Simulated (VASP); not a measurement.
# NbRu3C (Pm-3m) in VASP: notebook

Runs on NbRu3C. Level: LDA. Tasks: single point.

All numbers are computed with VASP 6.6.1; they aren't measurements. Logs are shortened: lines on timing, memory, paths and dates and some standing lists are left out, and cuts for length are marked.

### Step 1. The cell of the first run

Symmetry: Pm-3m, No. 221, cubic system. The conventional cell has a = 3.982 Å, b = 3.982 Å, c = 3.982 Å, α = 90.00°, β = 90.00°, γ = 90.00°. Within 3.7 Å of Nb (site symmetry m-3m) lie 12 Ru at 2.82 Å and 8 C at 3.45 Å. Within 2.6 Å of Ru (site symmetry 4/mmm) lie 2 C at 1.99 Å. Within 2.6 Å of C (site symmetry m-3m) lie 6 Ru at 1.99 Å.

### Step 2. Single point, LDA

The input, INCAR:

```
PREC = Accurate ; ENCUT = 520
EDIFF = 1E-6 ; ISMEAR = -1
SIGMA = 0.1 ; LREAL = False
LASPH = True ; NELM = 60
ALGO = Normal ; ISIF = 2
LWAVE = False ; LCHARG = True
GGA = CA ; LELF = True
LVHAR = True ; NBANDS = 38
```

The input, KPOINTS:

```
Automatic mesh
0
Gamma
  6 6 6
```

The input, POSCAR:

```
NbRu3C
1.0
    3.9821527148      0.0000000000      0.0000000000
    0.0000000000      3.9821527148      0.0000000000
    0.0000000000      0.0000000000      3.9821527148
Nb Ru C
1 3 1
Direct
    0.0000000000      0.0000000000      0.0000000000
    0.0000000000      0.5000000000      0.5000000000
    0.5000000000      0.0000000000      0.5000000000
    0.5000000000      0.5000000000      0.0000000000
    0.5000000000      0.5000000000      0.5000000000
```

Potentials or basis: VASP PAW LDA potentials, release 64 (Nb_sv, Ru_pv, C).

On the command line:

```console
> cat potpaw_LDA.64/Nb_sv/POTCAR potpaw_LDA.64/Ru_pv/POTCAR potpaw_LDA.64/C/POTCAR > POTCAR
> mpirun -np 1 vasp_std > vasp.out
```

OUTCAR:

```text
PREC = Accurate
   ENCUT = 520
   EDIFF = 1E-6
   ISMEAR = -1
   LREAL = False
   LASPH = True
   NELM = 60
   ISIF = 2
   GGA = CA

 ion  position               nearest neighbor table
   1  0.000  0.000  0.000-   2 2.82   3 2.82   4 2.82   2 2.82   3 2.82   2 2.82   4 2.82   2 2.82
                             3 2.82   4 2.82   3 2.82   4 2.82
   2  0.000  0.500  0.500-   5 1.99   5 1.99   4 2.82   1 2.82   1 2.82   4 2.82   1 2.82   3 2.82
                             1 2.82   3 2.82   4 2.82   3 2.82   4 2.82   3 2.82
   3  0.500  0.000  0.500-   5 1.99   5 1.99   4 2.82   1 2.82   1 2.82   4 2.82   2 2.82   4 2.82
                             2 2.82   4 2.82   1 2.82   2 2.82   1 2.82   2 2.82
   4  0.500  0.500  0.000-   5 1.99   5 1.99   3 2.82   1 2.82   2 2.82   3 2.82   2 2.82   1 2.82
                             3 2.82   3 2.82   1 2.82   2 2.82   2 2.82   1 2.82
   5  0.500  0.500  0.500-   2 1.99   3 1.99   4 1.99   4 1.99   3 1.99   2 1.99

  LATTYP: Found a simple cubic cell.
 ALAT       =     3.9821527148

  Lattice vectors:

 A1 = (   3.9821527148,   0.0000000000,   0.0000000000)
 A2 = (   0.0000000000,   3.9821527148,   0.0000000000)
 A3 = (   0.0000000000,   0.0000000000,   3.9821527148)

Analysis of symmetry for initial positions (statically):
=====================================================================
 Subroutine PRICEL returns:
 Original cell was already a primitive cell.

 Routine SETGRP: Setting up the symmetry group for a
 simple cubic supercell.

 Subroutine GETGRP returns: Found 48 space group operations
 (whereof 48 operations were pure point group operations)
 out of a pool of 48 trial point group operations.

The static configuration has the point symmetry O_h .

Analysis of symmetry for dynamics (positions and initial velocities):
=====================================================================
 Subroutine PRICEL returns:
 Original cell was already a primitive cell.

 Routine SETGRP: Setting up the symmetry group for a
 simple cubic supercell.

 Subroutine GETGRP returns: Found 48 space group operations
 (whereof 48 operations were pure point group operations)
 out of a pool of 48 trial point group operations.

The dynamic configuration has the point symmetry O_h .

 Subroutine INISYM returns: Found 48 space group operations
 (whereof 48 operations are pure point group operations),
 and found     1 'primitive' translations

----------------------------------------------------------------------------------------

                                     Primitive cell

  volume of cell :      63.1471

  direct lattice vectors                    reciprocal lattice vectors
     3.982152715  0.000000000  0.000000000     0.251120455  0.000000000  0.000000000
     0.000000000  3.982152715  0.000000000     0.000000000  0.251120455  0.000000000
     0.000000000  0.000000000  3.982152715     0.000000000  0.000000000  0.251120455

  length of vectors
     3.982152715  3.982152715  3.982152715     0.251120455  0.251120455  0.251120455

  position of ions in fractional coordinates (direct lattice)
     0.000000000  0.000000000  0.000000000
     0.000000000  0.500000000  0.500000000
     0.500000000  0.000000000  0.500000000
     0.500000000  0.500000000  0.000000000
     0.500000000  0.500000000  0.500000000

  ion indices of the primitive-cell ions
   primitive index   ion index
                 1           1
                 2           2
                 3           3
                 4           4
                 5           5

----------------------------------------------------------------------------------------

 KPOINTS: Automatic mesh

Automatic generation of k-mesh.
 Grid dimensions read from file:
 generate k-points for:    6    6    6

 Generating k-lattice:

  Cartesian coordinates                     Fractional coordinates (reciprocal lattice)
     0.041853409  0.000000000  0.000000000     0.166666667  0.000000000  0.000000000
     0.000000000  0.041853409  0.000000000     0.000000000  0.166666667  0.000000000
     0.000000000  0.000000000  0.041853409     0.000000000  0.000000000  0.166666667

  Length of vectors
     0.041853409  0.041853409  0.041853409

  Shift w.r.t. Gamma in fractional coordinates (k-lattice)
     0.000000000  0.000000000  0.000000000

 Subroutine IBZKPT returns following result:
 ===========================================

 Found     20 irreducible k-points:

 Following reciprocal coordinates:
            Coordinates               Weight
  0.000000  0.000000  0.000000      1.000000
  0.166667  0.000000  0.000000      6.000000
  0.333333  0.000000  0.000000      6.000000
  0.500000  0.000000  0.000000      3.000000
  0.166667  0.166667  0.000000     12.000000
  0.333333  0.166667  0.000000     24.000000
[... 12 lines left out ...]
  0.500000  0.500000  0.333333      6.000000
  0.500000  0.500000  0.500000      1.000000
   k-points           NKPTS =     20   k-points in BZ     NKDIM =     20   number of bands    NBANDS=     38
   number of dos      NEDOS =    301   number of ions     NIONS =      5
   total plane-waves  NPLWV =  27000
   dimension x,y,z NGX =    30 NGY =   30 NGZ =   30
   dimension x,y,z NGXF=    60 NGYF=   60 NGZF=   60
   ions per type =               1   3   1
   NGX,Y,Z   is equivalent  to a cutoff of  12.52, 12.52, 12.52 a.u.
   NGXF,Y,Z  is equivalent  to a cutoff of  25.05, 25.05, 25.05 a.u.
 SYSTEM =  unknown system
   PREC   = accura    normal or accurate (medium, high low for compatibility)
   ISTART =      0    job   : 0-new  1-cont  2-samecut
   ICHARG =      2    charge: 1-file 2-atom 10-const
   ISPIN  =      1    spin polarized calculation?
   LNONCOLLINEAR =      F non collinear calculations
   LSORBIT =      F    spin-orbit coupling
   LASPH  =      T    aspherical Exc in radial PAW
   ENCUT  =  520.0 eV  38.22 Ry    6.18 a.u.   7.40  7.40  7.40*2*pi/ulx,y,z
   NELM   =     60;   NELMIN=  2; NELMDL= -5     # of ELM steps
   EDIFF  = 0.1E-05   stopping-criterion for ELM
   LREAL  =      F    real-space projection
   EDIFFG = 0.1E-04   stopping-criterion for IOM
   NSW    =      0    number of steps for IOM
   IBRION =     -1    ionic relax: 0-MD 1-quasi-New 2-CG
   NFREE  =      0    steps in history (QN), initial steepest desc. (CG)
   ISIF   =      2    stress and relaxation
   ISYM   =      2    0-nonsym 1-usesym 2-fastsym
   POTIM  = 0.5000    time-step for ionic-motion
   TEBEG  =    0.0;   TEEND  =   0.0 temperature during run
   PSTRESS=    0.0 pullay stress
   NELECT =      59.0000    total number of electrons
   NUPDOWN=      -1.0000    fix difference up-down
   EMIN   =  10.00;   EMAX   =-10.00  energy-range for DOS
   EFERMI =   0.00;   METHOD = LEGACY
   ISMEAR =    -1;   SIGMA  =   0.10  broadening in eV -4-tet -1-fermi 0-gaus
   EFERMI_NEDOS =   21; number of points for ismear=-14 and -15
   IALGO  =     38    algorithm
   IMIX   =      4    mixing-type and parameters
     AMIX     =   0.40;   BMIX     =  1.00
     AMIX_MAG =   1.60;   BMIX_MAG =  1.00
  volume/ion in A,a.u.               =      12.63        85.23
  Fermi-wavevector in a.u.,A,eV,Ry     =   1.600446  3.024404 34.850319  2.561426
  Thomas-Fermi vector in A             =   2.697580
   LORBIT       =      0    0 simple, 1 ext, 2 COOP (PROOUT), +10 PAW based schemes
   GGA     = CA    functional components
   LHFCALC =     F    Hartree Fock is set to
   AEXX    =    0.0000 exact exchange contribution
   IVDW    =     0    specifies the selected vdW correction
   LEPSILON=     F    determine dielectric tensor
   LRPA    =     F    only Hartree local field effects (RPA)
 non-spin polarized calculation
  energy-cutoff  :      520.00
  volume of cell :       63.15
 maximum number of plane-waves:      1743
 NGX is ok and might be reduce to    30
   NGX = 15   NGY = 15   NGZ = 15

 number of electron      58.9999987 magnetization

 Free energy of the ion-electron system (eV)
  ---------------------------------------------------
  ext. energy  EPLUGINS =         0.00000000
  ---------------------------------------------------
  free energy    TOTEN  =       -53.78295717 eV

  energy without entropy =      -53.67046887  energy(sigma->0) =      -53.72671302

 E-fermi :  13.0226     XC(G=0): -13.9323

 val. band max:       13.0202567041   @ k =   0.5000   0.1667   0.1667
 cond. band min:      13.0291531497   @ k =   0.3333   0.3333   0.1667
 fundamental gap:      0.0088964456
 Fermi energy:        13.0226262688

 k-point     1 :       0.0000    0.0000    0.0000
  band No.  band energies     occupation
      1     -42.6064      2.00000
      2     -30.6845      2.00000
      3     -30.6845      2.00000
      4     -30.6845      2.00000
      5     -29.9362      2.00000
      6     -29.9362      2.00000
[... 30 lines left out ...]
     37      16.2565      0.00000
     38      18.4108      0.00000

 k-point     2 :       0.1667    0.0000    0.0000
  band No.  band energies     occupation
      1     -42.6065      2.00000
      2     -30.6739      2.00000
      3     -30.6739      2.00000
      4     -30.6658      2.00000
      5     -29.9507      2.00000
      6     -29.9452      2.00000
[... 30 lines left out ...]
     37      16.2399      0.00000
     38      18.0252      0.00000

 k-point     3 :       0.3333    0.0000    0.0000
  band No.  band energies     occupation
      1     -42.6069      2.00000
      2     -30.6518      2.00000
      3     -30.6518      2.00000
      4     -30.6251      2.00000
      5     -29.9952      2.00000
      6     -29.9682      2.00000
[... 30 lines left out ...]
     37      16.2123      0.00000
[... 617 lines left out ...]
 k-point    19 :       0.5000    0.5000    0.3333
  band No.  band energies     occupation
      1     -42.6037      2.00000
      2     -31.0368      2.00000
      3     -30.3959      2.00000
      4     -30.3522      2.00000
      5     -30.1898      2.00000
      6     -30.1651      2.00000
[... 30 lines left out ...]
     37      16.3647      0.00000
     38      18.3974      0.00000

 k-point    20 :       0.5000    0.5000    0.5000
  band No.  band energies     occupation
      1     -42.6030      2.00000
      2     -31.0782      2.00000
      3     -30.3520      2.00000
      4     -30.3520      2.00000
      5     -30.1936      2.00000
      6     -30.1936      2.00000
[... 30 lines left out ...]
     37      15.4884      0.00000
     38      18.8220      0.00000

------------------------ aborting loop because EDIFF is reached ----------------------------------------

  FORCE on cell =-STRESS in cart. coord.  units (eV):
  Direction    XX          YY          ZZ          XY          YZ          ZX
  --------------------------------------------------------------------------------------
  -------------------------------------------------------------------------------------
  Total        0.6710903      0.6710903      0.6710903      0.0000000      0.0000000     -0.0000000
  in kB       17.0269865     17.0269865     17.0269865      0.0000000      0.0000000     -0.0000000
  external PRESSURE =      17.0269865 kB  Pullay stress =       0.0000000 kB

 VOLUME and BASIS-vectors are now :
 -----------------------------------------------------------------------------
  energy-cutoff  :      520.00
  volume of cell :       63.15
      direct lattice vectors                 reciprocal lattice vectors
     3.982152715  0.000000000  0.000000000     0.251120455  0.000000000  0.000000000
     0.000000000  3.982152715  0.000000000     0.000000000  0.251120455  0.000000000
     0.000000000  0.000000000  3.982152715     0.000000000  0.000000000  0.251120455

 POSITION                                       TOTAL-FORCE (eV/Angst)
 -----------------------------------------------------------------------------------
      0.00000      0.00000      0.00000         0.000000      0.000000      0.000000
      0.00000      1.99108      1.99108         0.000000      0.000000      0.000000
      1.99108      0.00000      1.99108         0.000000      0.000000      0.000000
      1.99108      1.99108      0.00000         0.000000      0.000000      0.000000
      1.99108      1.99108      1.99108         0.000000      0.000000      0.000000
 -----------------------------------------------------------------------------------
    total drift:                                0.000000      0.000000     -0.000000

  FREE ENERGIE OF THE ION-ELECTRON SYSTEM (eV)
  ---------------------------------------------------
  free  energy   TOTEN  =       -53.7829571727 eV

  energy  without entropy=      -53.6704688668  energy(sigma->0) =      -53.72671302
```

Run time: 23 s. Hardware: 1 thread of Intel Xeon Platinum 8559C (Emerald Rapids), shared host; peak memory 0.18 GiB.

Results:

```yaml
Free_energy: -53.7830 eV
Pressure: 1.7 GPa
```

### Step 3. Single point, LDA

This run uses another cell than the first one, of 12.90 Å³/atom, 1.021 times its volume.

The input, INCAR:

```
SYSTEM = NbRu3C
PREC = Accurate
ENCUT = 520
EDIFF = 1E-6
ISMEAR = -1
SIGMA = 0.1
LREAL = .FALSE.
LASPH = .TRUE.
NELM = 60
ALGO = Normal
ISIF = 2
LWAVE = .FALSE.
LCHARG = .TRUE.
LELF = .TRUE.
LVHAR = .TRUE.
NBANDS = 38
```

The input, KPOINTS:

```
regular mesh
0
G
  6 6 6
  0 0 0
```

Changes to POSCAR since step 2:

```diff
@@ -2,5 +2,5 @@
 1.0
-    3.9821527148      0.0000000000      0.0000000000
-    0.0000000000      3.9821527148      0.0000000000
-    0.0000000000      0.0000000000      3.9821527148
+    4.0101969678      0.0000000000      0.0000000000
+    0.0000000000      4.0101969678      0.0000000000
+    0.0000000000      0.0000000000      4.0101969678
 Nb Ru C
```

Potentials or basis: VASP PAW LDA potentials, release 64 (Nb_sv, Ru_pv, C).

On the command line:

```console
> cat potpaw_LDA.64/Nb_sv/POTCAR potpaw_LDA.64/Ru_pv/POTCAR potpaw_LDA.64/C/POTCAR > POTCAR
> mpirun -np 1 vasp_std > vasp.out
```

OUTCAR:

```text
SYSTEM = NbRu3C
   PREC = Accurate
   ENCUT = 520
   EDIFF = 1E-6
   ISMEAR = -1
   LREAL = .FALSE.
   LASPH = .TRUE.
   NELM = 60
   ISIF = 2

 ion  position               nearest neighbor table
   1  0.000  0.000  0.000-   2 2.84   3 2.84   4 2.84   2 2.84   3 2.84   2 2.84   4 2.84   2 2.84
                             3 2.84   4 2.84   3 2.84   4 2.84
   2  0.000  0.500  0.500-   5 2.01   5 2.01   4 2.84   1 2.84   1 2.84   4 2.84   1 2.84   3 2.84
                             1 2.84   3 2.84   4 2.84   3 2.84   4 2.84   3 2.84
[... 1022 lines left out ...]
  -------------------------------------------------------------------------------------
  Total       -1.9962460     -1.9962460     -1.9962460     -0.0000000     -0.0000000      0.0000000
  in kB      -49.5938158    -49.5938158    -49.5938158     -0.0000000     -0.0000000      0.0000000
  external PRESSURE =     -49.5938158 kB  Pullay stress =       0.0000000 kB

 VOLUME and BASIS-vectors are now :
 -----------------------------------------------------------------------------
  energy-cutoff  :      520.00
  volume of cell :       64.49
      direct lattice vectors                 reciprocal lattice vectors
     4.010196968  0.000000000  0.000000000     0.249364310  0.000000000  0.000000000
     0.000000000  4.010196968  0.000000000     0.000000000  0.249364310  0.000000000
     0.000000000  0.000000000  4.010196968     0.000000000  0.000000000  0.249364310

 POSITION                                       TOTAL-FORCE (eV/Angst)
 -----------------------------------------------------------------------------------
      0.00000      0.00000      0.00000         0.000000      0.000000      0.000000
      0.00000      2.00510      2.00510         0.000000      0.000000      0.000000
      2.00510      0.00000      2.00510         0.000000      0.000000      0.000000
      2.00510      2.00510      0.00000         0.000000      0.000000      0.000000
      2.00510      2.00510      2.00510         0.000000      0.000000      0.000000
 -----------------------------------------------------------------------------------
    total drift:                                0.000000      0.000000     -0.000000

  FREE ENERGIE OF THE ION-ELECTRON SYSTEM (eV)
  ---------------------------------------------------
  free  energy   TOTEN  =       -53.7700124414 eV

  energy  without entropy=      -53.6552677991  energy(sigma->0) =      -53.71264012
```

stdout:

```text
POSCAR found type information on POSCAR NbRuC
 POSCAR found :  3 types and       5 ions
 scaLAPACK will be used
 LDA part: xc-table for (Slater(with rela. corr.)+CA(PZ))
 , standard interpolation
 POSCAR, INCAR and KPOINTS ok, starting setup
 FFT: planning ... GRIDC
 FFT: planning ... GRID_SOFT
 FFT: planning ... GRID
 WAVECAR not read
 entering main loop
```

Run time: 25 s. Hardware: 1 thread of Intel Xeon Platinum 8559C (Emerald Rapids), shared host; peak memory 0.18 GiB.

What came out:

```yaml
Free_energy: -53.7700 eV
Pressure: -5.0 GPa
```

Levels at points of the mesh, in eV from the Fermi level:
| k point | band 25 | band 26 | band 27 | band 28 | band 29 | band 30 | band 31 | band 32 | band 33 | band 34 |
| --- | --- | --- | --- | --- | --- | --- | --- | --- | --- | --- |
| (0.00, 0.00, 0.00) | -2.71 | -2.71 | -1.44 | -1.44 | 0.68 | 0.72 | 0.72 | 0.72 | 1.96 | 1.96 |
| (0.50, 0.00, 0.00) | -2.06 | -1.56 | -1.47 | -1.47 | -0.79 | -0.32 | -0.32 | 0.57 | 0.73 | 0.94 |
| (0.50, 0.50, 0.00) | -2.99 | -2.99 | -2.50 | -1.72 | -1.34 | -0.96 | 0.39 | 0.39 | 0.46 | 1.80 |
| (0.50, 0.50, 0.50) | -2.18 | -2.18 | 0.26 | 0.26 | 0.26 | 0.47 | 0.47 | 0.47 | 1.26 | 1.26 |

[end of part 1 of 2]
